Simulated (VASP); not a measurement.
Here is a VASP 6.6.1 calculation.

Contents of POSCAR:

```
Mo
1.0
   -1.5764210372      1.5764210372      1.5764210372
    1.5764210372     -1.5764210372      1.5764210372
    1.5764210372      1.5764210372     -1.5764210372
Mo
1
Direct
    0.0000000000      0.0000000000      0.0000000000
```

The input INCAR.step1:

```
  PREC = Accurate
  ENCUT = 520
  ISMEAR = 0
  SIGMA = 0.1
  LREAL = False
  LASPH = True
  NELM = 80
  NBANDS = 13
  GGA = PE
  ALGO = Normal
  EDIFF = 1E-4
  LWAVE = True
  LCHARG = False
```

The input INCAR.step2:

```
  PREC = Accurate
  ENCUT = 520
  EDIFF = 1E-6
  ISMEAR = 0
  SIGMA = 0.1
  LREAL = False
  LASPH = True
  NELM = 80
  ALGO = Normal
  ISIF = 2
  LWAVE = False
  LCHARG = True
  METAGGA = R2SCAN
  LMIXTAU = True
  LELF = True
  LVHAR = True
  NBANDS = 13
  ISTART = 1
```

File KPOINTS:

```
regular mesh
0
Gamma
  14 14 14
```

Potentials or basis: VASP PAW PBE potentials, release 64 (Mo_sv).

The run is started by

```bash
$ cat potpaw_PBE.64/Mo_sv/POTCAR > POTCAR
$ cp INCAR.step1 INCAR
$ mpirun -np 1 vasp_std > vasp.out
$ cp INCAR.step2 INCAR
$ mpirun -np 1 vasp_std > vasp.out
```

Problem. What does it give for the pressure?

Solution. 1.3 GPa.

Problem. Estimate the band gap on the k mesh.

Solution. Zero (bands 7 and 8 overlap by 5.54 eV).

Caveat: the PAW data sets were made with another functional, which shifts forces and pressure a little.
